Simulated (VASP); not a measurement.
# Nd: single point with LDA

The system is Nd.

```xyz
2
Lattice="3.7287 0.0000 0.0000 -1.8644 3.2292 0.0000 0.0000 0.0000 6.0178" Properties=species:S:1:pos:R:3 pbc="T T T"
Nd    1.8644    1.0764    4.5133
Nd    0.0000    2.1528    1.5044
```

| Quantity | Value |
| --- | --- |
| Program | VASP 6.6.1 |
| Task | single point |
| Functional | LDA |
| Potentials or basis | VASP PAW PBE potentials, release 64 (Nd) |
| Cutoff | 520 eV |
| k mesh | 8 × 8 × 5 |
| Occupations | fermi-dirac, width 0.05 eV |
| Spin | collinear spin, ferromagnetic start |
| Starting moments | [3.0, 3.0] μB |
| Dipole correction | no |
| Further INCAR settings | ALGO = Normal; EDIFF = 1e-06; NBANDS = 25 |

```yaml
Pressure: -5.9 GPa
Net_moment: 8.10 μB per cell
Site_moments: Nd +3.36 μB
Valence_electrons_inside_the_program's_atomic_spheres: Nd 11.17
```

Stress tensor (GPa, compression positive):
```
-5.75  0.00  0.00
 0.00 -5.75  0.00
 0.00  0.00 -6.18
```

Levels at points of the mesh, in eV from the Fermi level:
Spin up:
```
           k point  band 16  band 17  band 18  band 19  band 20  band 21
(0.00, 0.00, 0.00)    -0.04    -0.04     0.02     0.02     0.06     0.06
(0.50, 0.00, 0.00)    -0.10    -0.06    -0.03     0.10     0.11     0.14
```
Spin down:
```tsv
k point	band 6	band 7	band 8	band 9	band 10	band 11	band 12	band 13	band 14	band 15
(0.00, 0.00, 0.00)	-16.70	-16.70	-16.67	-3.24	-1.17	1.57	1.77	1.80	1.87	1.95
(0.50, 0.00, 0.00)	-17.09	-16.95	-16.83	-0.77	-0.68	-0.39	1.45	1.74	1.74	2.03
```

Wall time 6.9 min on 1 thread of Intel Xeon 6975P-C (shared host), peak memory 0.23 GiB.

Caveat: the magnetic or orbital state may not be the lowest; the PAW data sets were made with another functional, which shifts forces and pressure a little; spin-orbit coupling is left out, which moves the levels of the heavy elements. The state reached can hang on the start; a lower one may exist.
